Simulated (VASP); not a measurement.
# Ta2N (P-3m1) in VASP: notebook

The runs below take Ta2N through single point, with r2SCAN.

All numbers are computed with VASP 6.6.1; they aren't measurements. Logs are shortened: lines on timing, memory, paths and dates and some standing lists are left out, and cuts for length are marked.

## Step 1: The cell of the first run

The structure is trigonal, space group P-3m1 (No. 164). The conventional cell has a = 3.062 Å, b = 3.062 Å, c = 4.935 Å, α = 90.00°, β = 90.00°, γ = 120.00°. Ta (site symmetry 3m) has 3 N at 2.17 Å within 2.9 Å. Within 2.9 Å of N (site symmetry -3m) lie 6 Ta at 2.17 Å.

## Step 2: Single point, r2SCAN

Contents of POSCAR:

```
Ta2N
1.0
    3.0621955851      0.0000000000      0.0000000000
   -1.5310977925      2.6519391680      0.0000000000
    0.0000000000      0.0000000000      4.9346398066
Ta N
2 1
Direct
    0.6666666667      0.3333333333      0.7433157486
    0.3333333333      0.6666666667      0.2566842514
    0.0000000000      0.0000000000      0.0000000000
```

Contents of INCAR.step1:

```
ALGO     = Normal         # electronic algorithm
EDIFF    = 1E-4           # SCF threshold, eV
ENCUT    = 520            # plane-wave cutoff, eV
GGA      = PE             # functional
ISMEAR   = 0              # smearing method
LASPH    = T              # aspherical terms in the spheres
LCHARG   = F              # write CHGCAR
LREAL    = F              # projectors in reciprocal space
LWAVE    = T              # write WAVECAR
NBANDS   = 20             # bands
NELM     = 100            # most SCF steps
PREC     = Accurate       # precision mode
SIGMA    = 0.1            # smearing width, eV
```

Contents of INCAR.step2:

```
ALGO     = Normal         # electronic algorithm
EDIFF    = 1E-6           # SCF threshold, eV
ENCUT    = 520            # plane-wave cutoff, eV
ISIF     = 2              # what is computed and relaxed
ISMEAR   = 0              # smearing method
ISTART   = 1            
LASPH    = T              # aspherical terms in the spheres
LCHARG   = F              # write CHGCAR
LMIXTAU  = T            
LREAL    = F              # projectors in reciprocal space
LWAVE    = F              # write WAVECAR
METAGGA  = R2SCAN         # meta-GGA
NBANDS   = 20             # bands
NELM     = 100            # most SCF steps
PREC     = Accurate       # precision mode
SIGMA    = 0.1            # smearing width, eV
```

Contents of KPOINTS:

```
k-points
0
Gamma
  6 6 4
```

Potentials or basis: VASP PAW PBE potentials, release 64 (Ta_pv, N).

On the command line:

```bash
cat potpaw_PBE.64/Ta_pv/POTCAR potpaw_PBE.64/N/POTCAR > POTCAR
cp INCAR.step1 INCAR
mpirun -np 1 vasp_std > vasp.out
cp INCAR.step2 INCAR
mpirun -np 1 vasp_std > vasp.out
```

OUTCAR:

```text
EDIFF = 1E-6
   ENCUT = 520
   ISIF = 2
   ISMEAR = 0
   ISTART = 1
   LASPH = T
   LREAL = F
   METAGGA = R2SCAN
   NELM = 100
   PREC = Accurate

 ion  position               nearest neighbor table
   1  0.667  0.333  0.743-   3 2.17   3 2.17   3 2.17   2 2.98   2 2.98   2 2.98   2 3.09   2 3.09
                             2 3.09
   2  0.333  0.667  0.257-   3 2.17   3 2.17   3 2.17   1 2.98   1 2.98   1 2.98   1 3.09   1 3.09
                             1 3.09
   3  0.000  0.000  0.000-   1 2.17   2 2.17   2 2.17   1 2.17   1 2.17   2 2.17

  LATTYP: Found a hexagonal cell.
 ALAT       =     3.0621955851
 C/A-ratio  =     1.6114711388

  Lattice vectors:

 A1 = (   3.0621955851,   0.0000000000,   0.0000000000)
 A2 = (  -1.5310977925,   2.6519391680,   0.0000000000)
 A3 = (   0.0000000000,   0.0000000000,   4.9346398066)

Analysis of symmetry for initial positions (statically):
=====================================================================
 Subroutine PRICEL returns:
 Original cell was already a primitive cell.

 Routine SETGRP: Setting up the symmetry group for a
 hexagonal supercell.

 Subroutine GETGRP returns: Found 12 space group operations
 (whereof 12 operations were pure point group operations)
 out of a pool of 24 trial point group operations.

The static configuration has the point symmetry D_3d.

Analysis of symmetry for dynamics (positions and initial velocities):
=====================================================================
 Subroutine PRICEL returns:
 Original cell was already a primitive cell.

 Routine SETGRP: Setting up the symmetry group for a
 hexagonal supercell.

 Subroutine GETGRP returns: Found 12 space group operations
 (whereof 12 operations were pure point group operations)
 out of a pool of 24 trial point group operations.

The dynamic configuration has the point symmetry D_3d.

 Subroutine INISYM returns: Found 12 space group operations
 (whereof 12 operations are pure point group operations),
 and found     1 'primitive' translations

----------------------------------------------------------------------------------------

                                     Primitive cell

  volume of cell :      40.0730

  direct lattice vectors                    reciprocal lattice vectors
     3.062195585  0.000000000  0.000000000     0.326563073  0.188541278  0.000000000
    -1.531097792  2.651939168  0.000000000     0.000000000  0.377082556  0.000000000
     0.000000000  0.000000000  4.934639807     0.000000000  0.000000000  0.202649036

  length of vectors
     3.062195585  3.062195585  4.934639807     0.377082556  0.377082556  0.202649036

  position of ions in fractional coordinates (direct lattice)
     0.666666667  0.333333333  0.743315749
     0.333333333  0.666666667  0.256684251
     0.000000000  0.000000000  0.000000000

  ion indices of the primitive-cell ions
   primitive index   ion index
                 1           1
                 2           2
                 3           3

----------------------------------------------------------------------------------------

 KPOINTS: k-points

Automatic generation of k-mesh.
 Grid dimensions read from file:
 generate k-points for:    6    6    4

 Generating k-lattice:

  Cartesian coordinates                     Fractional coordinates (reciprocal lattice)
     0.054427179  0.031423546  0.000000000     0.166666667  0.000000000  0.000000000
     0.000000000  0.062847093  0.000000000     0.000000000  0.166666667  0.000000000
     0.000000000  0.000000000  0.050662259     0.000000000  0.000000000  0.250000000

  Length of vectors
     0.062847093  0.062847093  0.050662259

  Shift w.r.t. Gamma in fractional coordinates (k-lattice)
     0.000000000  0.000000000  0.000000000

 Subroutine IBZKPT returns following result:
 ===========================================

 Found     24 irreducible k-points:

 Following reciprocal coordinates:
            Coordinates               Weight
  0.000000  0.000000  0.000000      1.000000
  0.166667  0.000000  0.000000      6.000000
  0.333333 -0.000000  0.000000      6.000000
  0.500000  0.000000  0.000000      3.000000
  0.166667  0.166667  0.000000      6.000000
  0.333333  0.166667  0.000000     12.000000
[... 16 lines left out ...]
  0.333333  0.166667  0.500000     12.000000
  0.333333  0.333333  0.500000      2.000000
   k-points           NKPTS =     24   k-points in BZ     NKDIM =     24   number of bands    NBANDS=     20
   number of dos      NEDOS =    301   number of ions     NIONS =      3
   total plane-waves  NPLWV =  23040
   dimension x,y,z NGX =    24 NGY =   24 NGZ =   40
   dimension x,y,z NGXF=    48 NGYF=   48 NGZF=   80
   ions per type =               2   1
   NGX,Y,Z   is equivalent  to a cutoff of  13.03, 13.03, 13.48 a.u.
   NGXF,Y,Z  is equivalent  to a cutoff of  26.06, 26.06, 26.95 a.u.
 SYSTEM =  unknown system
   PREC   = accura    normal or accurate (medium, high low for compatibility)
   ISTART =      1    job   : 0-new  1-cont  2-samecut
   ICHARG =      0    charge: 1-file 2-atom 10-const
   ISPIN  =      1    spin polarized calculation?
   LNONCOLLINEAR =      F non collinear calculations
   LSORBIT =      F    spin-orbit coupling
   LASPH  =      T    aspherical Exc in radial PAW
   ENCUT  =  520.0 eV  38.22 Ry    6.18 a.u.   5.69  5.69  9.18*2*pi/ulx,y,z
   NELM   =    100;   NELMIN=  2; NELMDL=  0     # of ELM steps
   EDIFF  = 0.1E-05   stopping-criterion for ELM
   LREAL  =      F    real-space projection
   EDIFFG = 0.1E-04   stopping-criterion for IOM
   NSW    =      0    number of steps for IOM
   IBRION =     -1    ionic relax: 0-MD 1-quasi-New 2-CG
   NFREE  =      0    steps in history (QN), initial steepest desc. (CG)
   ISIF   =      2    stress and relaxation
   ISYM   =      2    0-nonsym 1-usesym 2-fastsym
   POTIM  = 0.5000    time-step for ionic-motion
   TEBEG  =    0.0;   TEEND  =   0.0 temperature during run
   PSTRESS=    0.0 pullay stress
   NELECT =      27.0000    total number of electrons
   NUPDOWN=      -1.0000    fix difference up-down
   EMIN   =  10.00;   EMAX   =-10.00  energy-range for DOS
   EFERMI =   0.00;   METHOD = LEGACY
   ISMEAR =     0;   SIGMA  =   0.10  broadening in eV -4-tet -1-fermi 0-gaus
   EFERMI_NEDOS =   21; number of points for ismear=-14 and -15
   IALGO  =     38    algorithm
   IMIX   =      4    mixing-type and parameters
     AMIX     =   0.40;   BMIX     =  1.00
     AMIX_MAG =   1.60;   BMIX_MAG =  1.00
  volume/ion in A,a.u.               =      13.36        90.14
  Fermi-wavevector in a.u.,A,eV,Ry     =   1.435199  2.712133 28.025226  2.059796
  Thomas-Fermi vector in A             =   2.554524
   LORBIT       =      0    0 simple, 1 ext, 2 COOP (PROOUT), +10 PAW based schemes
   METAGGA = R2SCAN    functional components
   LHFCALC =     F    Hartree Fock is set to
   AEXX    =    0.0000 exact exchange contribution
   IVDW    =     0    specifies the selected vdW correction
   LEPSILON=     F    determine dielectric tensor
   LRPA    =     F    only Hartree local field effects (RPA)
 non-spin polarized calculation
 Gauss-broadening in eV      SIGMA  =   0.10
  energy-cutoff  :      520.00
  volume of cell :       40.07
 maximum number of plane-waves:      1092
 NGX is ok and might be reduce to    24
   NGX = 11   NGY = 11   NGZ = 19

 number of electron      27.0000003 magnetization

 Free energy of the ion-electron system (eV)
  ---------------------------------------------------
  ext. energy  EPLUGINS =         0.00000000
  ---------------------------------------------------
  free energy    TOTEN  =      -109.02143836 eV

  energy without entropy =     -109.01739883  energy(sigma->0) =     -109.01941859

 E-fermi :   7.6449     XC(G=0): -14.0345

 val. band max:        7.5717765298   @ k =   0.3333  -0.0000   0.5000
 cond. band min:       7.7352549184   @ k =   0.1667   0.0000   0.0000
 fundamental gap:      0.1634783886
 Fermi energy:         7.6449490453

 k-point     1 :       0.0000    0.0000    0.0000
  band No.  band energies     occupation
      1     -29.4059      2.00000
      2     -28.5645      2.00000
      3     -28.5645      2.00000
      4     -28.4478      2.00000
      5     -28.4477      2.00000
      6     -28.3998      2.00000
[... 12 lines left out ...]
     19       8.8435      0.00000
     20      12.9027      0.00000

 k-point     2 :       0.1667    0.0000    0.0000
  band No.  band energies     occupation
      1     -29.3164      2.00000
      2     -28.7521      2.00000
      3     -28.6297      2.00000
      4     -28.6251      2.00000
      5     -28.4677      2.00000
      6     -28.4271      2.00000
[... 12 lines left out ...]
     19      10.7792      0.00000
     20      12.6054      0.00000

 k-point     3 :       0.3333   -0.0000    0.0000
  band No.  band energies     occupation
      1     -29.1458      2.00000
      2     -29.0795      2.00000
      3     -28.9570      2.00000
      4     -28.7339      2.00000
      5     -28.5235      2.00000
      6     -28.5182      2.00000
[... 12 lines left out ...]
     19      12.0254      0.00000
     20      13.3231      0.00000

 k-point     4 :       0.5000    0.0000    0.0000
  band No.  band energies     occupation
      1     -29.3134      2.00000
      2     -29.1102      2.00000
      3     -28.9331      2.00000
      4     -28.7850      2.00000
      5     -28.6239      2.00000
      6     -28.5458      2.00000
[... 12 lines left out ...]
     19      12.2966      0.00000
     20      12.3648      0.00000

 k-point     5 :       0.1667    0.1667    0.0000
  band No.  band energies     occupation
      1     -29.1638      2.00000
      2     -28.9526      2.00000
      3     -28.9337      2.00000
      4     -28.6773      2.00000
      5     -28.5629      2.00000
      6     -28.4906      2.00000
[... 12 lines left out ...]
     19      12.4432      0.00000
     20      12.6007      0.00000

 k-point     6 :       0.3333    0.1667    0.0000
  band No.  band energies     occupation
      1     -29.2245      2.00000
      2     -29.0477      2.00000
      3     -28.9411      2.00000
      4     -28.8422      2.00000
      5     -28.6528      2.00000
      6     -28.6163      2.00000
[... 12 lines left out ...]
     19      12.7425      0.00000
     20      13.3243      0.00000

 k-point     7 :       0.3333    0.3333    0.0000
  band No.  band energies     occupation
      1     -29.1977      2.00000
      2     -28.9733      2.00000
      3     -28.9733      2.00000
      4     -28.8444      2.00000
      5     -28.7626      2.00000
      6     -28.7626      2.00000
[... 12 lines left out ...]
     19      11.6061      0.00000
     20      15.2730      0.00000
[... 277 lines left out ...]
 k-point    20 :       0.3333   -0.0000    0.5000
  band No.  band energies     occupation
      1     -29.2323      2.00000
      2     -29.1548      2.00000
      3     -28.6771      2.00000
      4     -28.6375      2.00000
      5     -28.6355      2.00000
      6     -28.6187      2.00000
[... 12 lines left out ...]
     19      11.9775      0.00000
     20      13.9356      0.00000

 k-point    21 :       0.5000    0.0000    0.5000
  band No.  band energies     occupation
      1     -29.3636      2.00000
      2     -29.3120      2.00000
      3     -28.6708      2.00000
      4     -28.6627      2.00000
      5     -28.6475      2.00000
      6     -28.6410      2.00000
[... 12 lines left out ...]
     19      12.3445      0.00000
     20      14.3883      0.00000

 k-point    22 :       0.1667    0.1667    0.5000
  band No.  band energies     occupation
      1     -29.1399      2.00000
      2     -29.0571      2.00000
      3     -28.7203      2.00000
      4     -28.6838      2.00000
      5     -28.6031      2.00000
      6     -28.5814      2.00000
[... 12 lines left out ...]
     19      11.7320      0.00000
     20      12.2040      0.00000

 k-point    23 :       0.3333    0.1667    0.5000
  band No.  band energies     occupation
      1     -29.2767      2.00000
      2     -29.2272      2.00000
      3     -28.8263      2.00000
      4     -28.8147      2.00000
      5     -28.5895      2.00000
      6     -28.5778      2.00000
[... 12 lines left out ...]
     19      12.5989      0.00000
     20      13.6620      0.00000

 k-point    24 :       0.3333    0.3333    0.5000
  band No.  band energies     occupation
      1     -29.1632      2.00000
      2     -29.1632      2.00000
      3     -29.0426      2.00000
      4     -29.0058      2.00000
      5     -28.5612      2.00000
      6     -28.5612      2.00000
[... 12 lines left out ...]
     19      13.5139      0.00000
     20      13.5857      0.00000

------------------------ aborting loop because EDIFF is reached ----------------------------------------

  FORCE on cell =-STRESS in cart. coord.  units (eV):
  Direction    XX          YY          ZZ          XY          YZ          ZX
  --------------------------------------------------------------------------------------
  -------------------------------------------------------------------------------------
  Total        0.2816992      0.2816992      0.2270389      0.0000000     -0.0000000      0.0000000
  in kB       11.2627469     11.2627469      9.0773456      0.0000000     -0.0000000      0.0000000
  external PRESSURE =      10.5342798 kB  Pullay stress =       0.0000000 kB

 VOLUME and BASIS-vectors are now :
 -----------------------------------------------------------------------------
  energy-cutoff  :      520.00
  volume of cell :       40.07
      direct lattice vectors                 reciprocal lattice vectors
     3.062195585  0.000000000  0.000000000     0.326563073  0.188541278  0.000000000
    -1.531097792  2.651939168  0.000000000     0.000000000  0.377082556  0.000000000
     0.000000000  0.000000000  4.934639807     0.000000000  0.000000000  0.202649036

 POSITION                                       TOTAL-FORCE (eV/Angst)
 -----------------------------------------------------------------------------------
      1.53110      0.88398      3.66800         0.000000     -0.000000     -0.060172
     -0.00000      1.76796      1.26664        -0.000000      0.000000      0.060172
      0.00000      0.00000      0.00000         0.000000      0.000000      0.000000
 -----------------------------------------------------------------------------------
    total drift:                               -0.000000      0.000000     -0.000000

  FREE ENERGIE OF THE ION-ELECTRON SYSTEM (eV)
  ---------------------------------------------------
  free  energy   TOTEN  =      -109.0214383556 eV

  energy  without entropy=     -109.0173988257  energy(sigma->0) =     -109.01941859
```

Run time: 31 s. Hardware: 1 thread of Intel Xeon 6975P-C (Granite Rapids), shared host; peak memory 0.17 GiB.

What came out:

```yaml
Free_energy: -109.0214 eV
Pressure: 1.1 GPa
Largest_force: 0.060 eV/Å
```

Forces in eV/Å, atoms in the order of the input:
```
Ta   0.000  0.000 -0.060
Ta   0.000  0.000  0.060
N    0.000  0.000  0.000
```

Stress tensor (GPa, compression positive):
```
1.13 0.00 0.00
0.00 1.13 0.00
0.00 0.00 0.91
```

Levels at points of the mesh, in eV from the Fermi level:
| k point | band 11 | band 12 | band 13 | band 14 | band 15 | band 16 |
| --- | --- | --- | --- | --- | --- | --- |
| (0.00, 0.00, 0.00) | -5.47 | -0.91 | -0.21 | -0.21 | 0.12 | 0.61 |
| (0.50, 0.00, 0.00) | -4.84 | -2.88 | -1.51 | 1.45 | 2.27 | 4.20 |
| (0.00, 0.00, 0.50) | -3.36 | -3.04 | -0.99 | -0.99 | 1.71 | 2.44 |
| (0.50, 0.00, 0.50) | -3.54 | -2.43 | -2.25 | -0.60 | 0.81 | 3.82 |

Caveat: the k points lie up to 0.39 Å⁻¹ apart; the PAW data sets were made with another functional, which shifts forces and pressure a little; spin-orbit coupling is left out, which moves the levels of the heavy elements.

[end of part 1 of 3]
